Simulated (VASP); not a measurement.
Wanted: the native input for a VASP 6.6.1 run.

| Item | Value |
| --- | --- |
| Task | single point |
| Functional | PBEsol |
| Potentials or basis | VASP PAW PBE potentials, release 64 (Pd_sv_GW) |
| Cutoff | 540 eV |
| k mesh | 12 × 12 × 12 |
| Occupations | fermi-dirac, width 0.05 eV |
| Spin | no spin polarisation |
| Dipole correction | no |
| Further INCAR settings | ALGO = Normal; EDIFF = 1e-06; NBANDS = 25 |

The structure of Pd lies in POSCAR:

```
Pd
1.0
    0.0000000000      2.3976282119      2.3976282119
    2.3976282119      0.0000000000      2.3976282119
    2.3976282119      2.3976282119      0.0000000000
Pd
2
Direct
   -0.1250000000     -0.1250000000     -0.1250000000
    0.1250000000      0.1250000000      0.1250000000
```

This isn't the form of Pd at room conditions, which is fcc.

These files were run (other wordings do the same):

INCAR

```
ALGO = Normal
EDIFF = 1E-6
ENCUT = 540
GGA = PS
GGA_COMPAT = F
ISIF = 2
ISMEAR = -1
LASPH = T
LCHARG = F
LREAL = F
LWAVE = F
NBANDS = 25
NELM = 120
PREC = Accurate
SIGMA = 0.05
```

KPOINTS

```
k-points
0
Gamma
  12 12 12
```

Potentials or basis: VASP PAW PBE potentials, release 64 (Pd_sv_GW).

Run with:

```sh
$ cat potpaw_PBE.64/Pd_sv_GW/POTCAR > POTCAR
$ mpirun -np 1 vasp_std > vasp.out
```

Results of the run:

```json
{
 "Pressure": "160.2 GPa",
 "Band gap on the k mesh": "zero (bands 18 and 19 overlap by 0.93 eV)"
}
```

Caveat: the cell stands under pressure; the PAW data sets were made with another functional, which shifts forces and pressure a little.

It took 44 s on 1 thread of Intel(R) Xeon(R) Platinum 8375C CPU @ 2.90GHz (Ice Lake), on a shared host, peak memory 0.2 GiB.
